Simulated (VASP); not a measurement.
Set up this calculation in VASP 6.6.1, as the native input.

- Task: single point
- Functional: PBEsol
- Potentials or basis: VASP PAW PBE potentials, release 64 (Al, Au)
- Cutoff: 520 eV
- k mesh: 13 × 13 × 13
- Occupations: methfessel-paxton, width 0.1 eV
- Spin: no spin polarisation
- Dipole correction: no
- Further INCAR settings: ALGO = Normal; EDIFF = 1e-06; NBANDS = 14

The structure of AlAu lies in POSCAR:

```
AlAu
1.0
    3.1780453588      0.0000000000      0.0000000000
    0.0000000000      3.1780453588      0.0000000000
    0.0000000000      0.0000000000      3.1780453588
Al Au
1 1
Direct
    0.0000000000      0.0000000000      0.0000000000
    0.5000000000      0.5000000000      0.5000000000
```

The input as run:

INCAR

```
SYSTEM = AlAu
ALGO     = Normal         ! electronic algorithm
EDIFF    = 1E-6           ! SCF threshold, eV
ENCUT    = 520            ! plane-wave cutoff, eV
GGA      = PS             ! functional
ISIF     = 2              ! what is computed and relaxed
ISMEAR   = 1              ! smearing method
LASPH    = .True.         ! aspherical terms in the spheres
LCHARG   = .True.         ! write CHGCAR
LELF     = .True.         ! ELF
LREAL    = .False.        ! projectors in reciprocal space
LVHAR    = .True.       
LWAVE    = .False.        ! write WAVECAR
NBANDS   = 14             ! bands
NELM     = 100            ! most SCF steps
PREC     = Accurate       ! precision mode
SIGMA    = 0.1            ! smearing width, eV
```

KPOINTS

```
k-points
0
Gamma
  13 13 13
  0 0 0
```

Potentials or basis: VASP PAW PBE potentials, release 64 (Al, Au).

Command:

```sh
$ cat potpaw_PBE.64/Al/POTCAR potpaw_PBE.64/Au/POTCAR > POTCAR
$ mpirun -np 1 vasp_std > vasp.out
```

Results of the run:

```
Pressure               : -0.2 GPa
Band gap on the k mesh : zero (band 7 reaches 12.93 eV, above the bottom of band 8 at 9.07 eV)
```

Caveat: the PAW data sets were made with another functional, which shifts forces and pressure a little; spin-orbit coupling is left out, which moves the levels of the heavy elements.

Run time: 21 s on 1 thread of Intel(R) Xeon(R) Platinum 8259CL CPU @ 2.50GHz (Skylake/Cascade Lake), with other jobs on the host, peak memory 0.16 GiB.
